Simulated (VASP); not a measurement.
Input of a VASP 6.6.1 run:

File POSCAR:

```
CdS
1.0
    0.0000000000      2.7267765455      2.7267765455
    2.7267765455      0.0000000000      2.7267765455
    2.7267765455      2.7267765455      0.0000000000
Cd S
1 1
Direct
    0.0000000000      0.0000000000      0.0000000000
    0.5000000000      0.5000000000      0.5000000000
```

File INCAR.step1:

```
  PREC = Accurate
  ENCUT = 520
  ISMEAR = 0
  SIGMA = 0.01
  LREAL = False
  LASPH = True
  NELM = 80
  NBANDS = 16
  GGA = PE
  ALGO = Normal
  EDIFF = 1E-4
  LWAVE = True
  LCHARG = False
```

INCAR.step2

```
  PREC = Accurate
  ENCUT = 520
  EDIFF = 1E-7
  ISMEAR = 0
  SIGMA = 0.01
  LREAL = False
  LASPH = True
  NELM = 80
  ALGO = Normal
  ISIF = 2
  LWAVE = False
  LCHARG = False
  METAGGA = R2SCAN
  LMIXTAU = True
  NBANDS = 16
  ISTART = 1
```

KPOINTS

```
Automatic mesh
0
Gamma
  8 8 8
```

Potentials or basis: VASP PAW PBE potentials, release 64 (Cd, S).

Launch:

```bash
$ cat potpaw_PBE.64/Cd/POTCAR potpaw_PBE.64/S/POTCAR > POTCAR
$ cp INCAR.step1 INCAR
$ mpirun -np 1 vasp_std > vasp.out
$ cp INCAR.step2 INCAR
$ mpirun -np 1 vasp_std > vasp.out
```

Question: Predict the pressure.

Answer: 0.5 GPa.

Question: What does it give for the band gap on the k mesh?

Answer: 0.73 eV (least direct gap 2.35 eV).

Caveat: the PAW data sets were made with another functional, which shifts forces and pressure a little. A k mesh can miss the band edges.
